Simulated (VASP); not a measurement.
Hg, 1 atom in the cell. The structure is trigonal, space group R-3m (No. 166). Conventional cell: a = 4.212 Å, b = 4.212 Å, c = 5.761 Å, α = 90.00°, β = 90.00°, γ = 120.00°. Within 4.3 Å of Hg (site symmetry -3m) lie 12 Hg at 3.10 to 4.21 Å. 

```yaml
Program: VASP 6.6.1
Task: single point
Functional: PBE
Potentials_or_basis: VASP PAW PBE potentials, release 64 (Hg)
Cutoff: 520 eV
k_mesh: 12 × 12 × 12
Occupations: gaussian, width 0.1 eV
Spin: no spin polarisation
Dipole_correction: no
Further_INCAR_settings: ALGO = Fast; EDIFF = 1e-06; NBANDS = 12
```

Potentials or basis: VASP PAW PBE potentials, release 64 (Hg).

Command:

```sh
$ cat potpaw_PBE.64/Hg/POTCAR > POTCAR
$ mpirun -np 1 vasp_std > vasp.out
```

Hardware: 1 thread of Intel(R) Xeon(R) 6975P-C (Granite Rapids) (shared host).

Question: Estimate the wall time of this run.

Answer: Run time: 12 s on 1 thread of Intel(R) Xeon(R) 6975P-C (Granite Rapids), with other jobs on the host, peak memory 0.18 GiB. Counts: scf iterations 11, k points 189.
